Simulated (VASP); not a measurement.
A run of VASP 6.6.1 is set up as follows.

The input INCAR:

```
SYSTEM = BaTiO3
PREC     = Accurate       ! precision mode
ENCUT    = 520            ! plane-wave cutoff, eV
EDIFF    = 1E-7           ! SCF threshold, eV
ISMEAR   = -1             ! smearing method
SIGMA    = 0.05           ! smearing width, eV
LREAL    = .FALSE.        ! projectors in reciprocal space
LASPH    = .TRUE.         ! aspherical terms in the spheres
NELM     = 100            ! most SCF steps
ALGO     = Normal         ! electronic algorithm
ISIF     = 2              ! what is computed and relaxed
LWAVE    = .FALSE.        ! write WAVECAR
LCHARG   = .FALSE.        ! write CHGCAR
GGA      = PE             ! functional
NBANDS   = 28             ! bands
```

File KPOINTS:

```
regular mesh
0
G
  5 5 5
  0 0 0
```

File POSCAR:

```
BaTiO3
1.0
    3.9998000000      0.0000000000      0.0000000000
    0.0000000000      3.9998000000      0.0000000000
    0.0000000000      0.0000000000      4.0180000000
Ba Ti O
1 1 3
Direct
   -0.0099110000      0.0153840000     -0.0038750000
    0.4968850000      0.5003450000      0.4933810000
   -0.0036910000      0.5004510000      0.5125520000
    0.5134300000      0.0004610000      0.5216300000
    0.5064820000      0.4930380000      0.0246330000
```

Potentials or basis: VASP PAW PBE potentials, release 64 (Ba_sv, Ti_sv, O).

Run with:

```sh
$ cat potpaw_PBE.64/Ba_sv/POTCAR potpaw_PBE.64/Ti_sv/POTCAR potpaw_PBE.64/O/POTCAR > POTCAR
$ mpirun -np 1 vasp_std > vasp.out
```

Task: What does it give for the band gap on the k mesh?

Result: 1.95 eV, indirect (least direct gap 2.07 eV).

Task: Predict the pressure.

Result: 4.7 GPa.

Task: What does it give for the largest force?

Result: 0.595 eV/Å.

Stress tensor (GPa, compression positive):
```
 4.54 -0.22  0.48
-0.22  4.10 -0.19
 0.48 -0.19  5.59
```

Caveat: spin-orbit coupling is left out, which moves the levels of the heavy elements. A k mesh can miss the band edges.
